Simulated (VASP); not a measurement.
Write the native input for VASP 6.6.1 that does the following.

```
Task                   : single point
Functional             : r2SCAN
Potentials or basis    : VASP PAW PBE potentials, release 64 (Si)
Cutoff                 : 520 eV
k mesh                 : 10 × 10 × 10
Occupations            : gaussian, width 0.05 eV
Spin                   : no spin polarisation
Dipole correction      : no
Further INCAR settings : ALGO = Normal; EDIFF = 1e-06; NBANDS = 11
```

Si:

```
Si
1.0
     0.00000    2.37218    3.55827
     2.37218    0.00000    3.55827
     2.37218    2.37218    0.00000
Si
2
Cartesian
  2.3722 2.3722 3.5583
  3.5583 3.5583 5.3374
```

This cell differs from its parent crystal: ratio of the length along z to the lengths across it x 1.5, volume and fractional coordinates fixed.

One way to write it, as run:

POSCAR

```
Si
1.0
    0.0000000000      2.3721815446      3.5582723169
    2.3721815446      0.0000000000      3.5582723169
    2.3721815446      2.3721815446      0.0000000000
Si
2
Direct
    0.5000000000      0.5000000000      0.5000000000
    0.7500000000      0.7500000000      0.7500000000
```

INCAR.step1

```
  PREC = Accurate
  ENCUT = 520
  ISMEAR = 0
  SIGMA = 0.05
  LREAL = F
  LASPH = T
  NELM = 80
  NBANDS = 11
  GGA = PE
  ALGO = Normal
  EDIFF = 1E-4
  LWAVE = T
  LCHARG = F
```

INCAR.step2

```
  PREC = Accurate
  ENCUT = 520
  EDIFF = 1E-6
  ISMEAR = 0
  SIGMA = 0.05
  LREAL = F
  LASPH = T
  NELM = 80
  ALGO = Normal
  ISIF = 2
  LWAVE = F
  LCHARG = T
  METAGGA = R2SCAN
  LMIXTAU = T
  LELF = T
  LVHAR = T
  NBANDS = 11
  ISTART = 1
```

KPOINTS

```
regular mesh
0
Gamma
  10 10 10
```

Potentials or basis: VASP PAW PBE potentials, release 64 (Si).

Command:

```sh
$ cat potpaw_PBE.64/Si/POTCAR > POTCAR
$ cp INCAR.step1 INCAR
$ mpirun -np 1 vasp_std > vasp.out
$ cp INCAR.step2 INCAR
$ mpirun -np 1 vasp_std > vasp.out
```

Results of the run:

```json
{
 "Pressure": "-4.4 GPa",
 "Band gap on the k mesh": "zero (band 4 reaches 7.62 eV, above the bottom of band 5 at 5.55 eV)"
}
```

Caveat: the PAW data sets were made with another functional, which shifts forces and pressure a little.

Wall time 3.7 min on 1 thread of Intel(R) Xeon(R) Platinum 8259CL CPU @ 2.50GHz (Skylake/Cascade Lake) (shared host), peak memory 0.18 GiB.
